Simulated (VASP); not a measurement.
# ZrC (Fm-3m) in VASP: a series of runs

The runs below take ZrC through single point, with PBE.

Everything below comes from runs of VASP 6.6.1. Logs are shortened: lines on timing, memory, paths and dates and some standing lists are left out, and cuts for length are marked.

## (1) The cell of the first run

Symmetry: Fm-3m, No. 225, cubic system. Conventional cell: a = 4.709 Å, b = 4.709 Å, c = 4.709 Å, α = 90.00°, β = 90.00°, γ = 90.00°. Within 3.1 Å of Zr (site symmetry m-3m) lie 6 C at 2.35 Å. C (site symmetry m-3m) has 6 Zr at 2.35 Å within 3.1 Å.

## (2) Single point, PBE

INCAR

```
SYSTEM = ZrC
ALGO = Normal ; EDIFF = 1E-6
ENCUT = 520 ; GGA = PE
ISIF = 2 ; ISMEAR = 0
LASPH = .TRUE. ; LCHARG = .FALSE.
LREAL = .FALSE. ; LWAVE = .FALSE.
NBANDS = 24 ; NELM = 60
PREC = Accurate ; SIGMA = 0.2
```

KPOINTS

```
k-points
0
G
  8 8 8
  0 0 0
```

POSCAR

```
ZrC
1.0
   -2.3543208051      0.0000000000     -2.3543208051
   -2.3543208051     -2.3543208051      0.0000000000
   -4.7086416102      2.3543208051      2.3543208051
Zr C
2 2
Direct
    0.2500000000      0.2500000000      0.2500000000
    0.7500000000      0.7500000000      0.7500000000
    0.0000000000      0.0000000000      0.0000000000
    0.5000000000      0.5000000000      0.5000000000
```

Potentials or basis: VASP PAW PBE potentials, release 64 (Zr_sv, C).

On the command line:

```sh
$ cat potpaw_PBE.64/Zr_sv/POTCAR potpaw_PBE.64/C/POTCAR > POTCAR
$ mpirun -np 1 vasp_std > vasp.out
```

OUTCAR:

```text
SYSTEM = ZrC
   EDIFF = 1E-6
   ENCUT = 520
   GGA = PE
   ISIF = 2
   ISMEAR = 0
   LASPH = .TRUE.
   LREAL = .FALSE.
   NELM = 60
   PREC = Accurate

 ion  position               nearest neighbor table
   1  0.250  0.250  0.250-   3 2.35   3 2.35   3 2.35   4 2.35   4 2.35   4 2.35   2 3.33   2 3.33
                             2 3.33   2 3.33   2 3.33   2 3.33
   2  0.750  0.750  0.750-   4 2.35   4 2.35   3 2.35   4 2.35   3 2.35   3 2.35   1 3.33   1 3.33
                             1 3.33   1 3.33   1 3.33   1 3.33
   3  0.000  0.000  0.000-   2 2.35   2 2.35   1 2.35   2 2.35   1 2.35   1 2.35
   4  0.500  0.500  0.500-   1 2.35   1 2.35   1 2.35   2 2.35   2 2.35   2 2.35

  LATTYP: Found a trigonal (rhomboedric) cell.
 ALAT       =     5.7668846633
 COS(alpha) =     0.8333333333

  Lattice vectors:

 A1 = (  -2.3543208051,   2.3543208051,   4.7086416102)
 A2 = (  -2.3543208051,   4.7086416102,   2.3543208051)
 A3 = (  -4.7086416102,   2.3543208051,   2.3543208051)

Analysis of symmetry for initial positions (statically):
=====================================================================
 Subroutine PRICEL returns following result:

  LATTYP: Found a face centered cubic cell.
 ALAT       =     4.7086416102

  Lattice vectors:

 A1 = (   2.3543208051,   0.0000000000,  -2.3543208051)
 A2 = (   0.0000000000,   2.3543208051,  -2.3543208051)
 A3 = (   2.3543208051,   2.3543208051,   0.0000000000)

   2 primitive cells build up your supercell.

 Routine SETGRP: Setting up the symmetry group for a
 trigonal (rhombohedral) supercell.

 Subroutine GETGRP returns: Found 12 space group operations
 (whereof 12 operations were pure point group operations)
 out of a pool of 12 trial point group operations.

The static configuration has the point symmetry D_3d.

Analysis of symmetry for dynamics (positions and initial velocities):
=====================================================================
 Subroutine PRICEL returns following result:

  LATTYP: Found a face centered cubic cell.
 ALAT       =     4.7086416102

  Lattice vectors:

 A1 = (   2.3543208051,   0.0000000000,  -2.3543208051)
 A2 = (   0.0000000000,   2.3543208051,  -2.3543208051)
 A3 = (   2.3543208051,   2.3543208051,   0.0000000000)

   2 primitive cells build up your supercell.

 Routine SETGRP: Setting up the symmetry group for a
 trigonal (rhombohedral) supercell.

 Subroutine GETGRP returns: Found 12 space group operations
 (whereof 12 operations were pure point group operations)
 out of a pool of 12 trial point group operations.

The dynamic configuration has the point symmetry D_3d.

 Subroutine INISYM returns: Found 12 space group operations
 (whereof 12 operations are pure point group operations),
 and found     2 'primitive' translations

----------------------------------------------------------------------------------------

                                     Primitive cell

  volume of cell :      26.0992

  direct lattice vectors                    reciprocal lattice vectors
     2.354320805  0.000000000 -2.354320805     0.212375475 -0.212375475 -0.212375475
     0.000000000  2.354320805 -2.354320805    -0.212375475  0.212375475 -0.212375475
     2.354320805  2.354320805  0.000000000     0.212375475  0.212375475  0.212375475

  length of vectors
     3.329512413  3.329512413  3.329512413     0.367845114  0.367845114  0.367845114

  position of ions in fractional coordinates (direct lattice)
     0.500000000  0.500000000  0.500000000
     0.000000000  0.000000000  0.000000000

  ion indices of the primitive-cell ions
   primitive index   ion index
                 1           1
                 2           3

----------------------------------------------------------------------------------------

 KPOINTS: k-points

Automatic generation of k-mesh.
 Grid dimensions read from file:
 generate k-points for:    8    8    8

 Generating k-lattice:

  Cartesian coordinates                     Fractional coordinates (reciprocal lattice)
    -0.013273467  0.013273467 -0.039820402     0.125000000  0.000000000 -0.000000000
    -0.013273467 -0.039820402  0.013273467     0.000000000  0.125000000 -0.000000000
    -0.013273467  0.013273467  0.013273467     0.000000000  0.000000000  0.125000000

  Length of vectors
     0.044023110  0.044023110  0.022990320

  Shift w.r.t. Gamma in fractional coordinates (k-lattice)
     0.000000000  0.000000000  0.000000000

 Subroutine IBZKPT returns following result:
 ===========================================

 Found     65 irreducible k-points:

 Following reciprocal coordinates:
            Coordinates               Weight
  0.000000  0.000000  0.000000      1.000000
  0.125000  0.000000  0.000000      6.000000
  0.250000  0.000000  0.000000      6.000000
  0.375000  0.000000 -0.000000      6.000000
  0.500000  0.000000  0.000000      3.000000
  0.125000  0.125000  0.000000      6.000000
[... 16 lines left out ...]
  0.250000  0.000000  0.125000      6.000000
  0.375000  0.000000  0.125000      6.000000
 [... further k-points ...]
   k-points           NKPTS =     65   k-points in BZ     NKDIM =     65   number of bands    NBANDS=     24
   number of dos      NEDOS =    301   number of ions     NIONS =      4
   total plane-waves  NPLWV =  37632
   dimension x,y,z NGX =    28 NGY =   28 NGZ =   48
   dimension x,y,z NGXF=    56 NGYF=   56 NGZF=   96
   ions per type =               2   2
   NGX,Y,Z   is equivalent  to a cutoff of  13.98, 13.98, 13.84 a.u.
   NGXF,Y,Z  is equivalent  to a cutoff of  27.96, 27.96, 27.67 a.u.
 SYSTEM =  ZrC
   PREC   = accura    normal or accurate (medium, high low for compatibility)
   ISTART =      0    job   : 0-new  1-cont  2-samecut
   ICHARG =      2    charge: 1-file 2-atom 10-const
   ISPIN  =      1    spin polarized calculation?
   LNONCOLLINEAR =      F non collinear calculations
   LSORBIT =      F    spin-orbit coupling
   LASPH  =      T    aspherical Exc in radial PAW
   ENCUT  =  520.0 eV  38.22 Ry    6.18 a.u.   6.19  6.19 10.72*2*pi/ulx,y,z
   NELM   =     60;   NELMIN=  2; NELMDL= -5     # of ELM steps
   EDIFF  = 0.1E-05   stopping-criterion for ELM
   LREAL  =      F    real-space projection
   EDIFFG = 0.1E-04   stopping-criterion for IOM
   NSW    =      0    number of steps for IOM
[... 14 lines left out ...]
   IMIX   =      4    mixing-type and parameters
     AMIX     =   0.40;   BMIX     =  1.00
     AMIX_MAG =   1.60;   BMIX_MAG =  1.00
  volume/ion in A,a.u.               =      13.05        88.06
  Fermi-wavevector in a.u.,A,eV,Ry     =   1.390718  2.628077 26.314995  1.934098
  Thomas-Fermi vector in A             =   2.514627
   LORBIT       =      0    0 simple, 1 ext, 2 COOP (PROOUT), +10 PAW based schemes
   GGA     = PE    functional components
   LHFCALC =     F    Hartree Fock is set to
   AEXX    =    0.0000 exact exchange contribution
   IVDW    =     0    specifies the selected vdW correction
   LEPSILON=     F    determine dielectric tensor
   LRPA    =     F    only Hartree local field effects (RPA)
 non-spin polarized calculation
 Gauss-broadening in eV      SIGMA  =   0.20
  energy-cutoff  :      520.00
  volume of cell :       52.20
 maximum number of plane-waves:      1427
 NGX is ok and might be reduce to    28
   NGX = 13   NGY = 13   NGZ = 21

 number of electron      32.0000000 magnetization

 Free energy of the ion-electron system (eV)
  ---------------------------------------------------
  ext. energy  EPLUGINS =         0.00000000
  ---------------------------------------------------
  free energy    TOTEN  =       -38.92640125 eV

  energy without entropy =      -38.91228336  energy(sigma->0) =      -38.91934231

 E-fermi :   9.5325     XC(G=0): -12.1074

 val. band max:        9.5119793720   @ k =  -0.3750   0.0000   0.2500
 cond. band min:       9.5335276327   @ k =  -0.2500   0.0000   0.3750
 fundamental gap:      0.0215482607
 Fermi energy:         9.5325333278

 k-point     1 :       0.0000    0.0000    0.0000
  band No.  band energies     occupation
      1     -38.5732      2.00000
      2     -38.4740      2.00000
      3     -17.1241      2.00000
      4     -16.3644      2.00000
      5     -16.3644      2.00000
      6     -16.2878      2.00000
[... 16 lines left out ...]
     23      14.0250      0.00000
     24      14.8512      0.00000

 k-point     2 :       0.1250    0.0000    0.0000
  band No.  band energies     occupation
      1     -38.5598      2.00000
      2     -38.4682      2.00000
      3     -17.0752      2.00000
      4     -16.4539      2.00000
      5     -16.3907      2.00000
      6     -16.3825      2.00000
[... 16 lines left out ...]
     23      14.1561      0.00000
     24      14.5104      0.00000

 k-point     3 :       0.2500    0.0000    0.0000
  band No.  band energies     occupation
      1     -38.5260      2.00000
      2     -38.4558      2.00000
      3     -16.9436      2.00000
      4     -16.6651      2.00000
      5     -16.6318      2.00000
      6     -16.4242      2.00000
[... 16 lines left out ...]
     23      14.4297      0.00000
     24      16.1170      0.00000

 k-point     4 :       0.3750    0.0000   -0.0000
  band No.  band energies     occupation
      1     -38.4866      2.00000
      2     -38.4485      2.00000
      3     -16.8755      2.00000
      4     -16.8606      2.00000
      5     -16.7617      2.00000
      6     -16.4609      2.00000
[... 16 lines left out ...]
     23      15.7394      0.00000
     24      16.8169      0.00000

 k-point     5 :       0.5000    0.0000    0.0000
  band No.  band energies     occupation
      1     -38.4579      2.00000
      2     -38.4579      2.00000
      3     -16.9545      2.00000
      4     -16.9545      2.00000
      5     -16.5872      2.00000
      6     -16.5872      2.00000
[... 16 lines left out ...]
     23      16.7501      0.00000
     24      16.7501      0.00000

 k-point     6 :       0.1250    0.1250    0.0000
  band No.  band energies     occupation
      1     -38.5588      2.00000
      2     -38.4693      2.00000
      3     -17.0680      2.00000
      4     -16.4387      2.00000
      5     -16.4177      2.00000
      6     -16.3944      2.00000
[... 16 lines left out ...]
     23      14.1556      0.00000
     24      14.7404      0.00000
[... 379 lines left out ...]
 k-point    21 :       0.5000    0.5000    0.0000
  band No.  band energies     occupation
      1     -38.4740      2.00000
      2     -38.4415      2.00000
      3     -17.1233      2.00000
      4     -17.0044      2.00000
      5     -16.5654      2.00000
      6     -16.5647      2.00000
[... 16 lines left out ...]
     23      15.1785      0.00000
     24      16.0592      0.00000

 k-point    22 :       0.0000    0.0000    0.1250
  band No.  band energies     occupation
      1     -38.5694      2.00000
      2     -38.4779      2.00000
      3     -17.0945      2.00000
      4     -16.3615      2.00000
      5     -16.3615      2.00000
      6     -16.3221      2.00000
[... 16 lines left out ...]
     23      13.8347      0.00000
     24      14.2717      0.00000

 k-point    23 :       0.2500    0.0000    0.1250
  band No.  band energies     occupation
      1     -38.5277      2.00000
      2     -38.4540      2.00000
      3     -16.9633      2.00000
      4     -16.6690      2.00000
      5     -16.6344      2.00000
      6     -16.4490      2.00000
[... 16 lines left out ...]
     23      15.2771      0.00000
     24      16.3432      0.00000

 k-point    24 :       0.3750    0.0000    0.1250
  band No.  band energies     occupation
      1     -38.4909      2.00000
      2     -38.4442      2.00000
      3     -16.9074      2.00000
      4     -16.8826      2.00000
      5     -16.7553      2.00000
      6     -16.4949      2.00000
[... 16 lines left out ...]
     23      16.6184      0.00000
     24      16.8626      0.00000

 [... further k-points ...]

------------------------ aborting loop because EDIFF is reached ----------------------------------------

  FORCE on cell =-STRESS in cart. coord.  units (eV):
  Direction    XX          YY          ZZ          XY          YZ          ZX
  --------------------------------------------------------------------------------------
  -------------------------------------------------------------------------------------
  Total        0.0881133      0.0881133      0.0881133      0.0551003     -0.0551003      0.0551003
  in kB        2.7045503      2.7045503      2.7045503      1.6912480     -1.6912480      1.6912480
  external PRESSURE =       2.7045503 kB  Pullay stress =       0.0000000 kB

 VOLUME and BASIS-vectors are now :
 -----------------------------------------------------------------------------
  energy-cutoff  :      520.00
  volume of cell :       52.20
      direct lattice vectors                 reciprocal lattice vectors
    -2.354320805  0.000000000 -2.354320805    -0.106187738  0.106187738 -0.318563213
    -2.354320805 -2.354320805  0.000000000    -0.106187738 -0.318563213  0.106187738
    -4.708641610  2.354320805  2.354320805    -0.106187738  0.106187738  0.106187738

 POSITION                                       TOTAL-FORCE (eV/Angst)
 -----------------------------------------------------------------------------------
     -2.35432      0.00000      0.00000        -0.000000     -0.000000     -0.000000
     -7.06296      0.00000      0.00000         0.000000      0.000000      0.000000
      0.00000      0.00000      0.00000        -0.000000     -0.000000     -0.000000
     -4.70864      0.00000      0.00000        -0.000000      0.000000      0.000000
 -----------------------------------------------------------------------------------
    total drift:                                0.000000     -0.000000      0.000000

  FREE ENERGIE OF THE ION-ELECTRON SYSTEM (eV)
  ---------------------------------------------------
  free  energy   TOTEN  =       -38.9264012497 eV

  energy  without entropy=      -38.9122833627  energy(sigma->0) =      -38.91934231
```

Run time: 94 s. Hardware: 1 thread of Intel Xeon Platinum 8259CL at 2.50GHz (Skylake/Cascade Lake), shared host; peak memory 0.22 GiB.

The run converged, but its numbers aren't listed here, since they failed a check.

Caveat: the result breaks the symmetry of the cell.

## (3) Single point, PBE (11.88 Å³/atom)

INCAR

```
SYSTEM = ZrC
ALGO     = Normal         ! electronic algorithm
EDIFF    = 1E-7           ! SCF threshold, eV
ENCUT    = 520            ! plane-wave cutoff, eV
GGA      = PE             ! functional
ISIF     = 2              ! what is computed and relaxed
ISMEAR   = 0              ! smearing method
LASPH    = .TRUE.         ! aspherical terms in the spheres
LCHARG   = .TRUE.         ! write CHGCAR
LELF     = .TRUE.         ! ELF
LREAL    = .FALSE.        ! projectors in reciprocal space
LVHAR    = .TRUE.       
LWAVE    = .FALSE.        ! write WAVECAR
NBANDS   = 15             ! bands
NELM     = 100            ! most SCF steps
PREC     = Accurate       ! precision mode
SIGMA    = 0.1            ! smearing width, eV
```

KPOINTS

```
k-points
0
G
  20 20 20
  0 0 0
```

POSCAR

```
ZrC
1.0
    0.0000000000      2.2814595399      2.2814595399
    2.2814595399      0.0000000000      2.2814595399
    2.2814595399      2.2814595399      0.0000000000
Zr C
1 1
Direct
    0.5000000000      0.5000000000      0.5000000000
    0.0000000000      0.0000000000      0.0000000000
```

Potentials or basis: VASP PAW PBE potentials, release 64 (Zr_sv, C).

On the command line:

```sh
$ cat potpaw_PBE.64/Zr_sv/POTCAR potpaw_PBE.64/C/POTCAR > POTCAR
$ mpirun -np 1 vasp_std > vasp.out
```

Run time: 58 s. Hardware: 1 thread of Intel Xeon Platinum 8259CL at 2.50GHz (Skylake/Cascade Lake), shared host; peak memory 0.21 GiB.

It converged, with:

| Property | Result |
| --- | --- |
| Free energy | -19.2851 eV |
| Pressure | 25.7 GPa |
| Band gap on the k mesh | zero (bands 8 and 9 overlap by 1.34 eV) |

Levels at points of the mesh, in eV from the Fermi level:
| k point | band 4 | band 5 | band 6 | band 7 | band 8 | band 9 | band 10 | band 11 | band 12 | band 13 |
| --- | --- | --- | --- | --- | --- | --- | --- | --- | --- | --- |
| (0.00, 0.00, 0.00) | -25.44 | -11.64 | 0.92 | 0.92 | 0.92 | 1.09 | 1.09 | 1.09 | 3.04 | 3.04 |
| (0.50, 0.00, 0.00) | -25.54 | -8.10 | -5.68 | -3.28 | -3.28 | 4.96 | 4.96 | 5.88 | 6.90 | 11.20 |
| (0.50, 0.50, 0.00) | -25.82 | -10.57 | -2.09 | -1.91 | 0.13 | 0.13 | 4.91 | 6.30 | 6.30 | 9.12 |

Caveat: the cell stands under pressure.

## (4) Single point, PBE (12.27 Å³/atom)

INCAR

```
SYSTEM = ZrC
PREC = Accurate
ENCUT = 520
EDIFF = 1E-6
ISMEAR = 0
SIGMA = 0.1
LREAL = .FALSE.
LASPH = .TRUE.
NELM = 100
ALGO = Normal
ISIF = 2
LWAVE = .FALSE.
LCHARG = .FALSE.
GGA = PE
NBANDS = 15
```

KPOINTS

```
regular mesh
0
G
  20 20 20
  0 0 0
```

POSCAR

```
ZrC
1.0
    0.0000000000      2.3062599561      2.3062599561
    2.3062599561      0.0000000000      2.3062599561
    2.3062599561      2.3062599561      0.0000000000
Zr C
1 1
Direct
    0.5000000000      0.5000000000      0.5000000000
    0.0000000000      0.0000000000      0.0000000000
```

On the command line:

```sh
$ cat potpaw_PBE.64/Zr_sv/POTCAR potpaw_PBE.64/C/POTCAR > POTCAR
$ mpirun -np 1 vasp_std > vasp.out
```

Wall time 53 s (1 thread of Intel Xeon Platinum 8259CL at 2.50GHz (Skylake/Cascade Lake), shared host); peak memory 0.21 GiB.

Results (log left out):

* Free energy: -19.3866 eV
* Pressure: 15.9 GPa
* Band gap on the k mesh: zero (bands 8 and 9 overlap by 1.33 eV)

Levels at points of the mesh, in eV from the Fermi level:
```tsv
k point	band 4	band 5	band 6	band 7	band 8	band 9	band 10	band 11	band 12	band 13
(0.00, 0.00, 0.00)	-25.58	-11.53	0.92	0.92	0.92	1.08	1.08	1.08	2.95	2.95
(0.50, 0.00, 0.00)	-25.68	-8.17	-5.55	-3.15	-3.15	4.78	4.78	5.67	6.76	10.80
(0.50, 0.50, 0.00)	-25.93	-10.42	-1.98	-1.97	0.10	0.10	4.73	6.06	6.06	8.69
```

Caveat: the cell stands under pressure.

## (5) Single point, PBE (12.66 Å³/atom)

INCAR

```
PREC     = Accurate       # precision mode
ENCUT    = 520            # plane-wave cutoff, eV
EDIFF    = 1E-6           # SCF threshold, eV
ISMEAR   = 0              # smearing method
SIGMA    = 0.1            # smearing width, eV
LREAL    = False          # projectors in reciprocal space
LASPH    = True           # aspherical terms in the spheres
NELM     = 80             # most SCF steps
ALGO     = Normal         # electronic algorithm
ISIF     = 2              # what is computed and relaxed
LWAVE    = False          # write WAVECAR
LCHARG   = True           # write CHGCAR
GGA      = PE             # functional
LELF     = True           # ELF
LVHAR    = True         
NBANDS   = 15             # bands
```

KPOINTS

```
regular mesh
0
Gamma
  20 20 20
```

POSCAR

```
ZrC
1.0
    0.0000000000      2.3305381609      2.3305381609
    2.3305381609      0.0000000000      2.3305381609
    2.3305381609      2.3305381609      0.0000000000
Zr C
1 1
Direct
    0.5000000000      0.5000000000      0.5000000000
    0.0000000000      0.0000000000      0.0000000000
```

On the command line:

```sh
$ cat potpaw_PBE.64/Zr_sv/POTCAR potpaw_PBE.64/C/POTCAR > POTCAR
$ mpirun -np 1 vasp_std > vasp.out
```

Wall time 1.9 min (1 thread of Intel Xeon Platinum 8259CL at 2.50GHz (Skylake/Cascade Lake), shared host); peak memory 0.23 GiB.

It converged, with:

| Property | Result |
| --- | --- |
| Free energy | -19.4437 eV |
| Pressure | 7.5 GPa |
| Band gap on the k mesh | zero (bands 8 and 9 overlap by 1.32 eV) |

Levels at points of the mesh, in eV from the Fermi level:
```csv
k point,band 4,band 5,band 6,band 7,band 8,band 9,band 10,band 11,band 12,band 13
"(0.00, 0.00, 0.00)",-25.72,-11.42,0.92,0.92,0.92,1.08,1.08,1.08,2.86,2.86
"(0.50, 0.00, 0.00)",-25.81,-8.22,-5.42,-3.04,-3.04,4.61,4.61,5.47,6.62,10.41
"(0.50, 0.50, 0.00)",-26.03,-10.27,-2.04,-1.86,0.06,0.06,4.56,5.83,5.83,8.28
```

Caveat: the cell stands under pressure.

## (6) Overview

```tsv
cell	gap on the mesh (eV)	pressure (GPa)
a = 3.226 Å, angles 60.0°, 2 atoms	none	25.7
a = 3.262 Å, angles 60.0°, 2 atoms	none	15.9
a = 3.296 Å, angles 60.0°, 2 atoms	none	7.5
```

Alike in all rows: task single point; level PBE; potentials or basis VASP PAW PBE potentials, release 64 (Zr_sv, C); no spin polarisation; k mesh 20 × 20 × 20; cutoff (eV) 520; smearing gaussian 0.1 eV.

Caveats: the cell stands under pressure.

Absolute energies hang on the potentials; compare differences alone.
